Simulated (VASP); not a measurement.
**Ni: single point with LDA**

Crystal: Ni.

```
Ni
1.0
     0.00000    1.64056    1.64056
     1.64056    0.00000    1.64056
     1.64056    1.64056    0.00000
Ni
1
Direct
  0.00000 0.00000 0.00000
```

- Program: VASP 6.6.1
- Task: single point
- Functional: LDA
- Potentials or basis: VASP PAW LDA potentials, release 64 (Ni)
- Cutoff: 520 eV
- k mesh: 24 × 24 × 24
- Occupations: gaussian, width 0.15 eV
- Spin: collinear spin, ferromagnetic start
- Starting moments: [1.0] μB
- Fixed moment: 1 μB
- Dipole correction: no
- Further INCAR settings: ALGO = Normal; EDIFF = 1e-06; NBANDS = 15

- Pressure: 50.3 GPa
- Net moment: 1.00 μB per cell
- Site moments: Ni +0.98 μB
- Valence electrons inside the program's atomic spheres: Ni 9.77

It took 100 s on 1 thread of Intel(R) Xeon(R) Platinum 8259CL CPU @ 2.50GHz (Skylake/Cascade Lake), with other jobs on the host, peak memory 0.19 GiB.

Caveat: the cell stands under pressure; the total moment is fixed, so each spin has its own Fermi level and the state may be an excited one.
